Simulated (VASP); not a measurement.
Runs of VASP 6.6.1 on CoSi2. The structure is that of space group P6/mmm (No. 191), or close to it. The cells are those of the table. 

| task | spin | cell | cutoff (eV) | gap on the mesh (eV) | pressure (GPa) | moment (μB) |
| --- | --- | --- | --- | --- | --- | --- |
| single point | collinear | a = 4.057, b = 4.057, c = 2.449 Å, angles 90.0, 90.0, 120.0°, 3 atoms | 520 | none | 7.3 | 0.00 |
| relaxation of shape and atoms at fixed volume | collinear, ferromagnetic start | relaxed from a = 4.178, b = 4.178, c = 2.502 Å, angles 90.0, 90.0, 120.0°, 3 atoms | 600 | none | -5.6 | 0.29 |
| single point | collinear | a = 4.088, b = 4.088, c = 2.463 Å, angles 90.0, 90.0, 120.0°, 3 atoms | 520 | none | 3.5 | 0.00 |
| relaxation of shape and atoms at fixed volume | collinear | relaxed from a = 4.145, b = 4.145, c = 2.492 Å, angles 90.0, 90.0, 120.0°, 3 atoms | 600 | none | -2.9 | 0.00 |
| single point | collinear, ferromagnetic start | a = 4.179, b = 4.179, c = 2.501 Å, angles 90.0, 90.0, 120.0°, 3 atoms | 520 | none | -5.6 | (a) |

Alike in all rows: level PBEsol; potentials or basis VASP PAW PBE potentials, release 64 (Co, Si); k mesh 10 × 10 × 12; smearing gaussian 0.05 eV.

Task: Estimate the missing entries.

Result: (a) 0.28.

Caveats: the PAW data sets were made with another functional, which shifts forces and pressure a little; the cell stands under pressure (at least some runs); the cell stands under tension (at least some runs).

A gap of «none» marks levels without a gap at the run's occupations.
